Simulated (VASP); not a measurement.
# SrCl2 (Fm-3m) in VASP: dielectric tensor with r2SCAN

Aim: the dielectric tensor of SrCl2 with r2SCAN.

Program: VASP 6.6.1. These are calculated values, not measurements. Logs are shortened: lines on timing, memory, paths and dates and some standing lists are left out, and cuts for length are marked.

## (1) The cell of the first run

Symmetry: Fm-3m, No. 225, cubic system. The conventional cell has a = 6.995 Å, b = 6.995 Å, c = 6.995 Å, α = 90.00°, β = 90.00°, γ = 90.00°. Sr (site symmetry m-3m) has 8 Cl at 3.03 Å within 4.0 Å. Cl (site symmetry -43m) has 4 Sr at 3.03 Å and 6 Cl at 3.50 Å within 4.0 Å.

## (2) Dielectric tensor, r2SCAN

INCAR reads:

```
ALGO = Normal
EDIFF = 1E-8
ENCUT = 520
ISIF = 2
ISMEAR = 0
LASPH = T
LCALCEPS = T
LCHARG = F
LMIXTAU = T
LREAL = F
LWAVE = F
METAGGA = R2SCAN
NELM = 80
PREC = Accurate
SIGMA = 0.01
```

KPOINTS reads:

```
k-points
0
Gamma
  6 6 6
```

POSCAR reads:

```
SrCl2
1.0
    0.0000000000      3.4977180848      3.4977180848
    3.4977180848      0.0000000000      3.4977180848
    3.4977180848      3.4977180848      0.0000000000
Sr Cl
1 2
Direct
    0.0000000000      0.0000000000      0.0000000000
    0.2500000000      0.2500000000      0.2500000000
    0.7500000000      0.7500000000      0.7500000000
```

Potentials or basis: VASP PAW PBE potentials, release 64 (Sr_sv, Cl).

Command:

```console
> cat potpaw_PBE.64/Sr_sv/POTCAR potpaw_PBE.64/Cl/POTCAR > POTCAR
> mpirun -np 1 vasp_std > vasp.out
```

OUTCAR:

```text
EDIFF = 1E-8
   ENCUT = 520
   ISIF = 2
   ISMEAR = 0
   LASPH = T
   LREAL = F
   METAGGA = R2SCAN
   NELM = 80
   PREC = Accurate

 ion  position               nearest neighbor table
   1  0.000  0.000  0.000-   3 3.03   3 3.03   3 3.03   2 3.03   3 3.03   2 3.03   2 3.03   2 3.03

   2  0.250  0.250  0.250-   1 3.03   1 3.03   1 3.03   1 3.03
   3  0.750  0.750  0.750-   1 3.03   1 3.03   1 3.03   1 3.03

  LATTYP: Found a face centered cubic cell.
 ALAT       =     6.9954361696

  Lattice vectors:

 A1 = (   0.0000000000,   3.4977180848,   3.4977180848)
 A2 = (   3.4977180848,   0.0000000000,   3.4977180848)
 A3 = (   3.4977180848,   3.4977180848,   0.0000000000)

Analysis of symmetry for initial positions (statically):
=====================================================================
 Subroutine PRICEL returns:
 Original cell was already a primitive cell.

 Routine SETGRP: Setting up the symmetry group for a
 face centered cubic supercell.

 Subroutine GETGRP returns: Found 48 space group operations
 (whereof 48 operations were pure point group operations)
 out of a pool of 48 trial point group operations.

The static configuration has the point symmetry O_h .

Analysis of symmetry for dynamics (positions and initial velocities):
=====================================================================
 Subroutine PRICEL returns:
 Original cell was already a primitive cell.

 Routine SETGRP: Setting up the symmetry group for a
 face centered cubic supercell.

 Subroutine GETGRP returns: Found 48 space group operations
 (whereof 48 operations were pure point group operations)
 out of a pool of 48 trial point group operations.

The dynamic configuration has the point symmetry O_h .

 Subroutine INISYM returns: Found 48 space group operations
 (whereof 48 operations are pure point group operations),
 and found     1 'primitive' translations

----------------------------------------------------------------------------------------

                                     Primitive cell

  volume of cell :      85.5824

  direct lattice vectors                    reciprocal lattice vectors
     0.000000000  3.497718085  3.497718085    -0.142950343  0.142950343  0.142950343
     3.497718085  0.000000000  3.497718085     0.142950343 -0.142950343  0.142950343
     3.497718085  3.497718085  0.000000000     0.142950343  0.142950343 -0.142950343

  length of vectors
     4.946520353  4.946520353  4.946520353     0.247597257  0.247597257  0.247597257

  position of ions in fractional coordinates (direct lattice)
     0.000000000  0.000000000  0.000000000
     0.250000000  0.250000000  0.250000000
     0.750000000  0.750000000  0.750000000

  ion indices of the primitive-cell ions
   primitive index   ion index
                 1           1
                 2           2
                 3           3

----------------------------------------------------------------------------------------

 KPOINTS: k-points

Automatic generation of k-mesh.
 Grid dimensions read from file:
 generate k-points for:    6    6    6

 Generating k-lattice:

  Cartesian coordinates                     Fractional coordinates (reciprocal lattice)
    -0.023825057  0.023825057  0.023825057     0.166666667  0.000000000  0.000000000
     0.023825057 -0.023825057  0.023825057     0.000000000  0.166666667  0.000000000
     0.023825057  0.023825057 -0.023825057     0.000000000  0.000000000  0.166666667

  Length of vectors
     0.041266210  0.041266210  0.041266210

  Shift w.r.t. Gamma in fractional coordinates (k-lattice)
     0.000000000  0.000000000  0.000000000

 Subroutine IBZKPT returns following result:
 ===========================================

 Found     16 irreducible k-points:

 Following reciprocal coordinates:
            Coordinates               Weight
  0.000000  0.000000  0.000000      1.000000
  0.166667  0.000000  0.000000      8.000000
  0.333333  0.000000  0.000000      8.000000
  0.500000  0.000000  0.000000      4.000000
  0.166667  0.166667  0.000000      6.000000
  0.333333  0.166667  0.000000     24.000000
[... 8 lines left out ...]
 -0.333333  0.333333  0.166667     24.000000
 -0.333333  0.500000  0.166667     12.000000
   k-points           NKPTS =     16   k-points in BZ     NKDIM =     16   number of bands    NBANDS=     16
   number of dos      NEDOS =    301   number of ions     NIONS =      3
   total plane-waves  NPLWV =  64000
   dimension x,y,z NGX =    40 NGY =   40 NGZ =   40
   dimension x,y,z NGXF=    80 NGYF=   80 NGZF=   80
   ions per type =               1   2
   NGX,Y,Z   is equivalent  to a cutoff of  13.44, 13.44, 13.44 a.u.
   NGXF,Y,Z  is equivalent  to a cutoff of  26.89, 26.89, 26.89 a.u.
 SYSTEM =  unknown system
   PREC   = accura    normal or accurate (medium, high low for compatibility)
   ISTART =      0    job   : 0-new  1-cont  2-samecut
   ICHARG =      2    charge: 1-file 2-atom 10-const
   ISPIN  =      1    spin polarized calculation?
   LNONCOLLINEAR =      F non collinear calculations
   LSORBIT =      F    spin-orbit coupling
   LASPH  =      T    aspherical Exc in radial PAW
   ENCUT  =  520.0 eV  38.22 Ry    6.18 a.u.   9.20  9.20  9.20*2*pi/ulx,y,z
   NELM   =     80;   NELMIN=  2; NELMDL= -5     # of ELM steps
   EDIFF  = 0.1E-07   stopping-criterion for ELM
   LREAL  =      F    real-space projection
   EDIFFG = 0.1E-06   stopping-criterion for IOM
   NSW    =      0    number of steps for IOM
   IBRION =     -1    ionic relax: 0-MD 1-quasi-New 2-CG
   NFREE  =      0    steps in history (QN), initial steepest desc. (CG)
   ISIF   =      2    stress and relaxation
   ISYM   =      2    0-nonsym 1-usesym 2-fastsym
   POTIM  = 0.5000    time-step for ionic-motion
   TEBEG  =    0.0;   TEEND  =   0.0 temperature during run
   PSTRESS=    0.0 pullay stress
   NELECT =      24.0000    total number of electrons
   NUPDOWN=      -1.0000    fix difference up-down
   EMIN   =  10.00;   EMAX   =-10.00  energy-range for DOS
   EFERMI =   0.00;   METHOD = LEGACY
   ISMEAR =     0;   SIGMA  =   0.01  broadening in eV -4-tet -1-fermi 0-gaus
   EFERMI_NEDOS =   21; number of points for ismear=-14 and -15
   IALGO  =     38    algorithm
   IMIX   =      4    mixing-type and parameters
     AMIX     =   0.40;   BMIX     =  1.00
     AMIX_MAG =   1.60;   BMIX_MAG =  1.00
  volume/ion in A,a.u.               =      28.53       192.51
  Fermi-wavevector in a.u.,A,eV,Ry     =   1.071562  2.024958 15.622809  1.148244
  Thomas-Fermi vector in A             =   2.207306
   LORBIT       =      0    0 simple, 1 ext, 2 COOP (PROOUT), +10 PAW based schemes
   METAGGA = R2SCAN    functional components
   LHFCALC =     F    Hartree Fock is set to
   AEXX    =    0.0000 exact exchange contribution
   IVDW    =     0    specifies the selected vdW correction
   LEPSILON=     F    determine dielectric tensor
   LRPA    =     F    only Hartree local field effects (RPA)
   LRPA       =     F
 non-spin polarized calculation
 Gauss-broadening in eV      SIGMA  =   0.01
  energy-cutoff  :      520.00
  volume of cell :       85.58
 maximum number of plane-waves:      2332
 NGX is ok and might be reduce to    40
   NGX = 19   NGY = 19   NGZ = 19

 Total electronic dipole moment: p[elc]=(    -0.00000    -0.00000    -0.00000 ) |e| Angst

 number of electron      24.0000002 magnetization

 Free energy of the ion-electron system (eV)
  ---------------------------------------------------
  ext. energy  EPLUGINS =         0.00000000
  ---------------------------------------------------
  free energy    TOTEN  =       -35.69707416 eV

  energy without entropy =      -35.69707416  energy(sigma->0) =      -35.69707416

 E-fermi :  -0.1631     XC(G=0):  -8.7303

 val. band max:       -0.2734928651   @ k =   0.5000   0.5000   0.0000
 cond. band min:   10000.0000000000   @ k =   0.0000   0.0000   0.0000
 fundamental gap:  10000.2734928651
 Fermi energy:        -0.1630679561

 k-point     1 :       0.0000    0.0000    0.0000
  band No.  band energies     occupation
      1     -34.2504      2.00000
      2     -15.6169      2.00000
      3     -15.6169      2.00000
      4     -15.6169      2.00000
      5     -14.1358      2.00000
      6     -13.2776      2.00000
[... 433 lines left out ...]
      3     -15.6479      2.00000
      4     -15.6320      2.00000
      5     -13.7065      2.00000
      6     -13.4322      2.00000
[... 8 lines left out ...]
     15   10000.0000      0.00000
     16   10000.0000      0.00000

 [... further k-points ...]

------------------------ aborting loop because EDIFF is reached ----------------------------------------

            Ionic dipole moment: p[ion]=(     0.00000     0.00000     0.00000 ) |e| Angst

 Total electronic dipole moment: p[elc]=(     0.00000     0.00000     0.00836 ) |e| Angst

 MACROSCOPIC STATIC DIELECTRIC TENSOR (including local field effects)
 ------------------------------------------------------
           2.767119    -0.000000     0.000000
          -0.000000     2.767119    -0.000000
           0.000000    -0.000000     2.767119
 ------------------------------------------------------

 PIEZOELECTRIC TENSOR (including local field effects) (e Angst)
          XX          YY          ZZ          XY          YZ          ZX
  --------------------------------------------------------------------------------
  x     0.00000     0.00000     0.00000     0.00000     0.00000     0.00000
  y     0.00000     0.00000     0.00000     0.00000     0.00000     0.00000
  z     0.00000     0.00000     0.00000     0.00000     0.00000     0.00000

 PIEZOELECTRIC TENSOR (including local field effects) (C/m^2)
          XX          YY          ZZ          XY          YZ          ZX
  --------------------------------------------------------------------------------
  x     0.00000     0.00000     0.00000     0.00000     0.00000     0.00000
  y     0.00000     0.00000     0.00000     0.00000     0.00000     0.00000
  z     0.00000     0.00000     0.00000     0.00000     0.00000     0.00000

 BORN EFFECTIVE CHARGES (including local field effects) (in |e|, cummulative output)
 ---------------------------------------------------------------------------------
 ion    1
    1     2.45679     0.00000     0.00000
    2     0.00000     2.45679    -0.00000
    3     0.00000    -0.00000     2.45679
 ion    2
    1    -1.22840    -0.00000    -0.00000
    2    -0.00000    -1.22840    -0.00000
    3    -0.00000     0.00000    -1.22840
 ion    3
    1    -1.22840     0.00000    -0.00000
    2     0.00000    -1.22840     0.00000
    3    -0.00000     0.00000    -1.22840

  FORCE on cell =-STRESS in cart. coord.  units (eV):
  Direction    XX          YY          ZZ          XY          YZ          ZX
  --------------------------------------------------------------------------------------
  -------------------------------------------------------------------------------------
  Total        0.0151843      0.0151843      0.0151843     -0.0000000      0.0000000      0.0000000
  in kB        0.2842626      0.2842626      0.2842626     -0.0000000      0.0000000      0.0000000
  external PRESSURE =       0.2842626 kB  Pullay stress =       0.0000000 kB

 VOLUME and BASIS-vectors are now :
 -----------------------------------------------------------------------------
  energy-cutoff  :      520.00
  volume of cell :       85.58
      direct lattice vectors                 reciprocal lattice vectors
     0.000000000  3.497718085  3.497718085    -0.142950343  0.142950343  0.142950343
     3.497718085  0.000000000  3.497718085     0.142950343 -0.142950343  0.142950343
     3.497718085  3.497718085  0.000000000     0.142950343  0.142950343 -0.142950343

 POSITION                                       TOTAL-FORCE (eV/Angst)
 -----------------------------------------------------------------------------------
      0.00000      0.00000      0.00000         0.000000     -0.000000     -0.000000
      1.74886      1.74886      1.74886         0.000000      0.000000     -0.000000
      5.24658      5.24658      5.24658        -0.000000      0.000000      0.000000
 -----------------------------------------------------------------------------------
    total drift:                               -0.000000     -0.000000      0.000000

  FREE ENERGIE OF THE ION-ELECTRON SYSTEM (eV)
  ---------------------------------------------------
  free  energy   TOTEN  =       -35.6970741606 eV

  energy  without entropy=      -35.6970741606  energy(sigma->0) =      -35.69707416
```

Wall time 38 min (1 thread of Intel Xeon 6975P-C (Granite Rapids), shared host); peak memory 0.6 GiB.

Results:

```
Band gap on the k mesh                  : 5.94 eV (least direct gap 5.99 eV)
Electronic dielectric tensor (diagonal) : 2.77
Born charges (mean of the diagonal)     : Sr +2.46; Cl -1.23 e
```

Levels at points of the mesh, in eV from the valence-band top:
| k point | band 9 | band 10 | band 11 | band 12 | band 13 | band 14 | band 15 | band 16 |
| --- | --- | --- | --- | --- | --- | --- | --- | --- |
| (0.00, 0.00, 0.00) | -2.12 | -0.35 | -0.35 | -0.35 | 5.94 | 6.69 | 6.69 | 9.61 |
| (0.50, 0.00, 0.00) | -1.47 | -1.33 | -1.06 | -1.06 | 7.29 | 7.29 | 8.22 | 8.23 |
| (0.50, 0.50, 0.00) | -1.90 | -0.39 | -0.39 | 0.00 | 5.99 | 7.77 | 8.20 | 8.68 |

Electronic dielectric tensor:
```
2.77 0.00 0.00
0.00 2.77 0.00
0.00 0.00 2.77
```

Born effective charge tensors (e):
atom 1, Sr
```
2.46 0.00 0.00
0.00 2.46 0.00
0.00 0.00 2.46
```
atom 2, Cl
```
-1.23  0.00  0.00
 0.00 -1.23  0.00
 0.00  0.00 -1.23
```
atom 3, Cl
```
-1.23  0.00  0.00
 0.00 -1.23  0.00
 0.00  0.00 -1.23
```

Dipole moments of the cell (e·Å, modulo the quantum): ionic 0.000, 0.000, 0.000; electronic 0.000, 0.000, 0.008

Caveat: the structure was generated, so it needn't be the stable form of SrCl2; the PAW data sets were made with another functional, which shifts forces and pressure a little.

The gap in the log of VASP goes by the Fermi energy; the results here count the filled bands.